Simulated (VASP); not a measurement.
Runs of VASP 6.6.1 on Nb. The structure is that of space group Fd-3m (No. 227), or close to it. The cells are those of the table. 

```tsv
cell	k mesh	gap on the mesh (eV)	pressure (GPa)
a = 4.208 Å, angles 60.0°, 2 atoms	11 × 11 × 11	none	(b)
a = 4.262 Å, angles 60.0°, 2 atoms	11 × 11 × 11	none	-3.5
a = 4.208 Å, angles 60.0°, 2 atoms	16 × 16 × 16	none	-1.4
a = 4.124 Å, angles 60.0°, 2 atoms	11 × 11 × 11	none	2.8
a = 4.095 Å, angles 60.0°, 2 atoms	11 × 11 × 11	none	(a)
a = 4.180 Å, angles 60.0°, 2 atoms	16 × 16 × 16	none	-0.1
```

Alike in all rows: task single point; level PBE; potentials or basis VASP PAW PBE potentials, release 64 (Nb_sv); no spin polarisation; cutoff (eV) 520; smearing fermi-dirac 0.0612256 eV.

Task: Estimate the missing entries.

Result: (a) 4.5; (b) -1.3.

A k mesh can miss the band edges, and the runs leave out spin-orbit coupling on Nb.

A gap of «none» marks levels without a gap at the run's occupations.
